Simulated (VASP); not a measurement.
# BaZrO3 (Pm-3m) in VASP: notebook

Runs on BaZrO3. Level: LDA. Tasks: single point, relaxation of cell and atoms.

Everything below comes from runs of VASP 6.6.1. Logs are shortened: lines on timing, memory, paths and dates and some standing lists are left out, and cuts for length are marked.

**1. The cell of the first run**

Symmetry: Pm-3m, No. 221, cubic system. Conventional cell: a = 4.147 Å, b = 4.147 Å, c = 4.147 Å, α = 90.00°, β = 90.00°, γ = 90.00°. Within 3.9 Å of Ba (site symmetry m-3m) lie 12 O at 2.93 Å and 8 Zr at 3.59 Å. Within 2.7 Å of Zr (site symmetry m-3m) lie 6 O at 2.07 Å. Within 2.7 Å of O (site symmetry 4/mmm) lie 2 Zr at 2.07 Å.

**2. Single point, LDA**

INCAR

```
PREC = Accurate
ENCUT = 520
EDIFF = 1E-6
ISMEAR = 0
SIGMA = 0.01
LREAL = False
LASPH = True
NELM = 100
ALGO = Normal
ISIF = 2
LWAVE = False
LCHARG = False
GGA = CA
NBANDS = 28
```

KPOINTS

```
regular mesh
0
Gamma
  6 6 6
```

POSCAR

```
BaZrO3
1.0
    4.1473626851      0.0000000000      0.0000000000
    0.0000000000      4.1473626851      0.0000000000
    0.0000000000      0.0000000000      4.1473626851
Ba Zr O
1 1 3
Direct
    0.0000000000      0.0000000000      0.0000000000
    0.5000000000      0.5000000000      0.5000000000
    0.0000000000      0.5000000000      0.5000000000
    0.5000000000      0.0000000000      0.5000000000
    0.5000000000      0.5000000000      0.0000000000
```

Potentials or basis: VASP PAW LDA potentials, release 64 (Ba_sv, Zr_sv, O).

On the command line:

```sh
$ cat potpaw_LDA.64/Ba_sv/POTCAR potpaw_LDA.64/Zr_sv/POTCAR potpaw_LDA.64/O/POTCAR > POTCAR
$ mpirun -np 1 vasp_std > vasp.out
```

OUTCAR:

```text
PREC = Accurate
   ENCUT = 520
   EDIFF = 1E-6
   ISMEAR = 0
   LREAL = False
   LASPH = True
   NELM = 100
   ISIF = 2
   GGA = CA

 ion  position               nearest neighbor table
   1  0.000  0.000  0.000-   3 2.93   4 2.93   5 2.93   3 2.93   4 2.93   3 2.93   5 2.93   3 2.93
                             4 2.93   5 2.93   4 2.93   5 2.93   2 3.59   2 3.59   2 3.59   2 3.59
   2  0.500  0.500  0.500-   3 2.07   4 2.07   5 2.07   5 2.07   4 2.07   3 2.07   1 3.59   1 3.59
                             1 3.59   1 3.59   1 3.59   1 3.59   1 3.59   1 3.59
   3  0.000  0.500  0.500-   2 2.07   2 2.07   1 2.93   1 2.93   1 2.93   1 2.93
   4  0.500  0.000  0.500-   2 2.07   2 2.07   1 2.93   1 2.93   1 2.93   1 2.93
   5  0.500  0.500  0.000-   2 2.07   2 2.07   1 2.93   1 2.93   1 2.93   1 2.93

  LATTYP: Found a simple cubic cell.
 ALAT       =     4.1473626851

  Lattice vectors:

 A1 = (   4.1473626851,   0.0000000000,   0.0000000000)
 A2 = (   0.0000000000,   4.1473626851,   0.0000000000)
 A3 = (   0.0000000000,   0.0000000000,   4.1473626851)

Analysis of symmetry for initial positions (statically):
=====================================================================
 Subroutine PRICEL returns:
 Original cell was already a primitive cell.

 Routine SETGRP: Setting up the symmetry group for a
 simple cubic supercell.

 Subroutine GETGRP returns: Found 48 space group operations
 (whereof 48 operations were pure point group operations)
 out of a pool of 48 trial point group operations.

The static configuration has the point symmetry O_h .

Analysis of symmetry for dynamics (positions and initial velocities):
=====================================================================
 Subroutine PRICEL returns:
 Original cell was already a primitive cell.

 Routine SETGRP: Setting up the symmetry group for a
 simple cubic supercell.

 Subroutine GETGRP returns: Found 48 space group operations
 (whereof 48 operations were pure point group operations)
 out of a pool of 48 trial point group operations.

The dynamic configuration has the point symmetry O_h .

 Subroutine INISYM returns: Found 48 space group operations
 (whereof 48 operations are pure point group operations),
 and found     1 'primitive' translations

----------------------------------------------------------------------------------------

                                     Primitive cell

  volume of cell :      71.3372

  direct lattice vectors                    reciprocal lattice vectors
     4.147362685  0.000000000  0.000000000     0.241117085  0.000000000  0.000000000
[... 92 lines left out ...]
   NFREE  =      0    steps in history (QN), initial steepest desc. (CG)
   ISIF   =      2    stress and relaxation
   ISYM   =      2    0-nonsym 1-usesym 2-fastsym
   POTIM  = 0.5000    time-step for ionic-motion
   TEBEG  =    0.0;   TEEND  =   0.0 temperature during run
   PSTRESS=    0.0 pullay stress
   NELECT =      40.0000    total number of electrons
   NUPDOWN=      -1.0000    fix difference up-down
   EMIN   =  10.00;   EMAX   =-10.00  energy-range for DOS
   EFERMI =   0.00;   METHOD = LEGACY
   ISMEAR =     0;   SIGMA  =   0.01  broadening in eV -4-tet -1-fermi 0-gaus
   EFERMI_NEDOS =   21; number of points for ismear=-14 and -15
   IALGO  =     38    algorithm
   IMIX   =      4    mixing-type and parameters
     AMIX     =   0.40;   BMIX     =  1.00
     AMIX_MAG =   1.60;   BMIX_MAG =  1.00
  volume/ion in A,a.u.               =      14.27        96.28
  Fermi-wavevector in a.u.,A,eV,Ry     =   1.349966  2.551066 24.795367  1.822408
  Thomas-Fermi vector in A             =   2.477509
   LORBIT       =      0    0 simple, 1 ext, 2 COOP (PROOUT), +10 PAW based schemes
   GGA     = CA    functional components
   LHFCALC =     F    Hartree Fock is set to
   AEXX    =    0.0000 exact exchange contribution
   IVDW    =     0    specifies the selected vdW correction
   LEPSILON=     F    determine dielectric tensor
   LRPA    =     F    only Hartree local field effects (RPA)
 non-spin polarized calculation
 Gauss-broadening in eV      SIGMA  =   0.01
  energy-cutoff  :      520.00
  volume of cell :       71.34
 maximum number of plane-waves:      1936
 NGX is ok and might be reduce to    32
   NGX = 15   NGY = 15   NGZ = 15

 number of electron      40.0000017 magnetization

 Free energy of the ion-electron system (eV)
  ---------------------------------------------------
  ext. energy  EPLUGINS =         0.00000000
  ---------------------------------------------------
  free energy    TOTEN  =       -45.73767152 eV

  energy without entropy =      -45.73767152  energy(sigma->0) =      -45.73767152

 E-fermi :   3.7810     XC(G=0): -11.3943

 val. band max:        3.7033885742   @ k =   0.5000   0.5000   0.5000
 cond. band min:       6.8357556621   @ k =   0.0000   0.0000   0.0000
 fundamental gap:      3.1323670878
 Fermi energy:         3.7810334446

 k-point     1 :       0.0000    0.0000    0.0000
  band No.  band energies     occupation
      1     -42.7635      2.00000
      2     -21.3401      2.00000
      3     -21.1482      2.00000
      4     -21.1482      2.00000
      5     -21.1482      2.00000
      6     -12.4069      2.00000
[... 609 lines left out ...]
     27      13.0874      0.00000
     28      13.0874      0.00000

------------------------ aborting loop because EDIFF is reached ----------------------------------------

  FORCE on cell =-STRESS in cart. coord.  units (eV):
  Direction    XX          YY          ZZ          XY          YZ          ZX
  --------------------------------------------------------------------------------------
  -------------------------------------------------------------------------------------
  Total        0.6789472      0.6789472      0.6789472     -0.0000000     -0.0000000      0.0000000
  in kB       15.2486206     15.2486206     15.2486206     -0.0000000     -0.0000000      0.0000000
  external PRESSURE =      15.2486206 kB  Pullay stress =       0.0000000 kB

 VOLUME and BASIS-vectors are now :
 -----------------------------------------------------------------------------
  energy-cutoff  :      520.00
  volume of cell :       71.34
      direct lattice vectors                 reciprocal lattice vectors
     4.147362685  0.000000000  0.000000000     0.241117085  0.000000000  0.000000000
     0.000000000  4.147362685  0.000000000     0.000000000  0.241117085  0.000000000
     0.000000000  0.000000000  4.147362685     0.000000000  0.000000000  0.241117085

 POSITION                                       TOTAL-FORCE (eV/Angst)
 -----------------------------------------------------------------------------------
      0.00000      0.00000      0.00000         0.000000      0.000000      0.000000
      2.07368      2.07368      2.07368         0.000000      0.000000      0.000000
      0.00000      2.07368      2.07368         0.000000      0.000000      0.000000
      2.07368      0.00000      2.07368         0.000000      0.000000      0.000000
      2.07368      2.07368      0.00000         0.000000      0.000000      0.000000
 -----------------------------------------------------------------------------------
    total drift:                                0.000000     -0.000000     -0.000000

  FREE ENERGIE OF THE ION-ELECTRON SYSTEM (eV)
  ---------------------------------------------------
  free  energy   TOTEN  =       -45.7376715209 eV

  energy  without entropy=      -45.7376715209  energy(sigma->0) =      -45.73767152
```

stdout:

```text
POSCAR found type information on POSCAR BaZrO
 POSCAR found :  3 types and       5 ions
 scaLAPACK will be used
 LDA part: xc-table for (Slater(with rela. corr.)+CA(PZ))
 , standard interpolation
 POSCAR, INCAR and KPOINTS ok, starting setup
 FFT: planning ... GRIDC
 FFT: planning ... GRID_SOFT
 FFT: planning ... GRID
 WAVECAR not read
 entering main loop
```

It took 20 s on 1 thread of Intel Xeon Platinum 8375C at 2.90GHz (Ice Lake), shared host; peak memory 0.17 GiB.

Results:

```yaml
Free_energy: -45.7377 eV
Pressure: 1.5 GPa
Band_gap_on_the_k_mesh: 3.13 eV, indirect (least direct gap 3.31 eV)
```

Caveat: spin-orbit coupling is left out, which moves the levels of the heavy elements.

**3. Single point, LDA**

INCAR

```
PREC     = Accurate       # precision mode
ENCUT    = 520            # plane-wave cutoff, eV
EDIFF    = 1E-7           # SCF threshold, eV
ISMEAR   = 0              # smearing method
SIGMA    = 0.01           # smearing width, eV
LREAL    = False          # projectors in reciprocal space
LASPH    = True           # aspherical terms in the spheres
NELM     = 60             # most SCF steps
ALGO     = Normal         # electronic algorithm
ISIF     = 2              # what is computed and relaxed
LWAVE    = False          # write WAVECAR
LCHARG   = False          # write CHGCAR
NBANDS   = 28             # bands
```

KPOINTS

```
Automatic mesh
0
Gamma
  6 6 6
```

POSCAR is that of step 2.

Potentials or basis: VASP PAW LDA potentials, release 64 (Ba_sv, Zr_sv, O).

On the command line:

```sh
$ cat potpaw_LDA.64/Ba_sv/POTCAR potpaw_LDA.64/Zr_sv/POTCAR potpaw_LDA.64/O/POTCAR > POTCAR
$ mpirun -np 1 vasp_std > vasp.out
```

OUTCAR:

```text
PREC = Accurate
   ENCUT = 520
   EDIFF = 1E-7
   ISMEAR = 0
   LREAL = False
   LASPH = True
   NELM = 60
   ISIF = 2

 ion  position               nearest neighbor table
   1  0.000  0.000  0.000-   3 2.93   4 2.93   5 2.93   3 2.93   4 2.93   3 2.93   5 2.93   3 2.93
                             4 2.93   5 2.93   4 2.93   5 2.93   2 3.59   2 3.59   2 3.59   2 3.59
   2  0.500  0.500  0.500-   3 2.07   4 2.07   5 2.07   5 2.07   4 2.07   3 2.07   1 3.59   1 3.59
                             1 3.59   1 3.59   1 3.59   1 3.59   1 3.59   1 3.59
   3  0.000  0.500  0.500-   2 2.07   2 2.07   1 2.93   1 2.93   1 2.93   1 2.93
   4  0.500  0.000  0.500-   2 2.07   2 2.07   1 2.93   1 2.93   1 2.93   1 2.93
[... 819 lines left out ...]
  -------------------------------------------------------------------------------------
  Total        0.6797060      0.6797060      0.6797060      0.0000000      0.0000000      0.0000000
  in kB       15.2656618     15.2656618     15.2656618      0.0000000      0.0000000      0.0000000
  external PRESSURE =      15.2656618 kB  Pullay stress =       0.0000000 kB

 VOLUME and BASIS-vectors are now :
 -----------------------------------------------------------------------------
  energy-cutoff  :      520.00
  volume of cell :       71.34
      direct lattice vectors                 reciprocal lattice vectors
     4.147362685  0.000000000  0.000000000     0.241117085  0.000000000  0.000000000
     0.000000000  4.147362685  0.000000000     0.000000000  0.241117085  0.000000000
     0.000000000  0.000000000  4.147362685     0.000000000  0.000000000  0.241117085

 POSITION                                       TOTAL-FORCE (eV/Angst)
 -----------------------------------------------------------------------------------
      0.00000      0.00000      0.00000         0.000000      0.000000      0.000000
      2.07368      2.07368      2.07368         0.000000      0.000000      0.000000
      0.00000      2.07368      2.07368         0.000000      0.000000      0.000000
      2.07368      0.00000      2.07368         0.000000      0.000000      0.000000
      2.07368      2.07368      0.00000         0.000000      0.000000      0.000000
 -----------------------------------------------------------------------------------
    total drift:                                0.000000     -0.000000     -0.000000

  FREE ENERGIE OF THE ION-ELECTRON SYSTEM (eV)
  ---------------------------------------------------
  free  energy   TOTEN  =       -45.7376715366 eV

  energy  without entropy=      -45.7376715366  energy(sigma->0) =      -45.73767154
```

OSZICAR:

```text
N       E                     dE             d eps       ncg     rms          rms(c)
DAV:   1     0.299542779628E+03    0.29954E+03   -0.22073E+04  1120   0.141E+03
DAV:   2    -0.327588219857E+02   -0.33230E+03   -0.32310E+03  1376   0.353E+02
DAV:   3    -0.525281187473E+02   -0.19769E+02   -0.19691E+02  1756   0.800E+01
DAV:   4    -0.530445077057E+02   -0.51639E+00   -0.51566E+00  1544   0.103E+01
DAV:   5    -0.530522863148E+02   -0.77786E-02   -0.77779E-02  1568   0.107E+00    0.311E+01
DAV:   6    -0.459735030871E+02    0.70788E+01   -0.36185E+01  1320   0.378E+01    0.142E+01
DAV:   7    -0.458029948709E+02    0.17051E+00   -0.27774E+00  1512   0.917E+00    0.861E+00
DAV:   8    -0.457423768979E+02    0.60618E-01   -0.31462E-01  1340   0.396E+00    0.668E-01
DAV:   9    -0.457381392881E+02    0.42376E-02   -0.48539E-02  1592   0.122E+00    0.504E-01
DAV:  10    -0.457380011427E+02    0.13815E-03   -0.12300E-02  1476   0.883E-01    0.239E-01
DAV:  11    -0.457376745499E+02    0.32659E-03   -0.20354E-03  1392   0.373E-01    0.314E-02
DAV:  12    -0.457376737843E+02    0.76557E-06   -0.11577E-04  1488   0.725E-02    0.308E-02
DAV:  13    -0.457376714935E+02    0.22908E-05   -0.10866E-05  1432   0.231E-02    0.261E-03
DAV:  14    -0.457376715366E+02   -0.43073E-07   -0.78469E-07  1492   0.640E-03
   1 F= -.45737672E+02 E0= -.45737672E+02  d E =-.514812E-30
```

It took 20 s on 1 thread of Intel Xeon Platinum 8375C at 2.90GHz (Ice Lake), shared host; peak memory 0.18 GiB.

What came out:

* Free energy: -45.7377 eV
* Pressure: 1.5 GPa
* Band gap on the k mesh: 3.13 eV, indirect (least direct gap 3.31 eV)

Levels at points of the mesh, in eV from the valence-band top:
| k point | band 18 | band 19 | band 20 | band 21 | band 22 | band 23 |
| --- | --- | --- | --- | --- | --- | --- |
| (0.00, 0.00, 0.00) | -0.18 | -0.18 | -0.18 | 3.13 | 3.13 | 3.13 |
| (0.50, 0.00, 0.00) | -1.81 | -0.40 | -0.40 | 3.62 | 5.86 | 5.86 |
| (0.50, 0.50, 0.00) | -0.93 | -0.70 | -0.08 | 5.83 | 5.83 | 6.57 |
| (0.50, 0.50, 0.50) | 0.00 | 0.00 | 0.00 | 6.03 | 6.03 | 6.03 |

Caveat: spin-orbit coupling is left out, which moves the levels of the heavy elements.

**4. Single point, LDA**

INCAR

```
ALGO     = Normal         # electronic algorithm
EDIFF    = 1E-6           # SCF threshold, eV
ENCUT    = 520            # plane-wave cutoff, eV
ISIF     = 2              # what is computed and relaxed
ISMEAR   = -1             # smearing method
LASPH    = T              # aspherical terms in the spheres
LCHARG   = T              # write CHGCAR
LELF     = T              # ELF
LREAL    = F              # projectors in reciprocal space
LVHAR    = T            
LWAVE    = F              # write WAVECAR
NBANDS   = 28             # bands
NELM     = 60             # most SCF steps
PREC     = Accurate       # precision mode
SIGMA    = 0.1            # smearing width, eV
```

KPOINTS

```
k-points
0
Gamma
  8 8 8
```

POSCAR is that of step 3.

On the command line:

```sh
$ cat potpaw_LDA.64/Ba_sv/POTCAR potpaw_LDA.64/Zr_sv/POTCAR potpaw_LDA.64/O/POTCAR > POTCAR
$ mpirun -np 1 vasp_std > vasp.out
```

Wall time 31 s (1 thread of Intel Xeon Platinum 8375C at 2.90GHz (Ice Lake), shared host); peak memory 0.2 GiB.

The run converged. Its results:

```
Free energy            : -45.7380 eV
Pressure               : 1.5 GPa
Band gap on the k mesh : 3.13 eV, indirect (least direct gap 3.31 eV)
```

Levels at points of the mesh, in eV from the valence-band top:
```
           k point  band 16  band 17  band 18  band 19  band 20  band 21  band 22  band 23  band 24  band 25
(0.00, 0.00, 0.00)    -1.05    -1.05    -0.18    -0.18    -0.18     3.13     3.13     3.13     4.55     4.55
(0.50, 0.00, 0.00)    -1.82    -1.81    -1.81    -0.40    -0.40     3.62     5.86     5.86     6.45     6.74
(0.50, 0.50, 0.00)    -2.56    -0.93    -0.93    -0.70    -0.08     5.83     5.83     6.57     6.66     7.88
(0.50, 0.50, 0.50)    -2.57    -2.57     0.00     0.00     0.00     6.03     6.03     6.03     7.25     7.25
```

Caveat: spin-orbit coupling is left out, which moves the levels of the heavy elements. A k mesh can miss the band edges.

(Continued in part 2 of 2.)
